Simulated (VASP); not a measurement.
A run of VASP 6.6.1 is set up as follows.

The input INCAR:

```
SYSTEM = Mo
ALGO = Normal
EDIFF = 1E-6
ENCUT = 520
GGA = RE
ISIF = 2
ISMEAR = -1
LASPH = .TRUE.
LCHARG = .FALSE.
LREAL = .FALSE.
LWAVE = .FALSE.
NBANDS = 13
NELM = 60
PREC = Accurate
SIGMA = 0.1
```

File KPOINTS:

```
k-points
0
G
  13 13 13
  0 0 0
```

The input POSCAR:

```
Mo
1.0
   -1.5734150000      1.5734150000      1.5734150000
    1.5734150000     -1.5734150000      1.5734150000
    1.5734150000      1.5734150000     -1.5734150000
Mo
1
Direct
    0.0000000000      0.0000000000      0.0000000000
```

Potentials or basis: VASP PAW PBE potentials, release 64 (Mo_sv).

The run is started by

```console
$ cat potpaw_PBE.64/Mo_sv/POTCAR > POTCAR
$ mpirun -np 1 vasp_std > vasp.out
```

(1) What does it give for the band gap on the k mesh?

(2) What does it give for the pressure?

## Answers

(1) zero (band 7 reaches 16.31 eV, above the bottom of band 8 at 11.33 eV).

(2) 6.4 GPa.

Caveat: the PAW data sets were made with another functional, which shifts forces and pressure a little.
